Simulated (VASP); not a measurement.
## Hg: single point with LDA

The system is Hg.

```
CELL_PARAMETERS angstrom
1.74632 1.00824 2.14788
-1.74632 1.00824 2.14788
0.00000 -2.01648 2.14788
ATOMIC_POSITIONS crystal
Hg 0.00000 0.00000 0.00000
```

| Item | Value |
| --- | --- |
| Program | VASP 6.6.1 |
| Task | single point |
| Functional | LDA |
| Potentials or basis | VASP PAW LDA potentials, release 64 (Hg) |
| Cutoff | 520 eV |
| k mesh | 19 × 19 × 19 |
| Occupations | fermi-dirac, width 0.1 eV |
| Spin | no spin polarisation |

- Pressure: 0.7 GPa
- Band gap on the k mesh: zero (band 6 reaches 4.41 eV, above the bottom of band 7 at 0.94 eV)

Stress tensor (GPa, compression positive):
```
0.65 0.00 0.00
0.00 0.65 0.00
0.00 0.00 0.83
```

Levels at points of the mesh, in eV from the Fermi level:
| k point | band 3 | band 4 | band 5 | band 6 | band 7 | band 8 | band 9 | band 10 |
| --- | --- | --- | --- | --- | --- | --- | --- | --- |
| (0.00, 0.00, 0.00) | -8.06 | -6.38 | -6.26 | -6.26 | 11.99 | 12.40 | 12.40 | 17.04 |

It took 57 s on 1 thread of Intel(R) Xeon(R) Platinum 8375C CPU @ 2.90GHz (Ice Lake), with other jobs on the host, peak memory 0.27 GiB.

Caveat: spin-orbit coupling is left out, which moves the levels of the heavy elements.
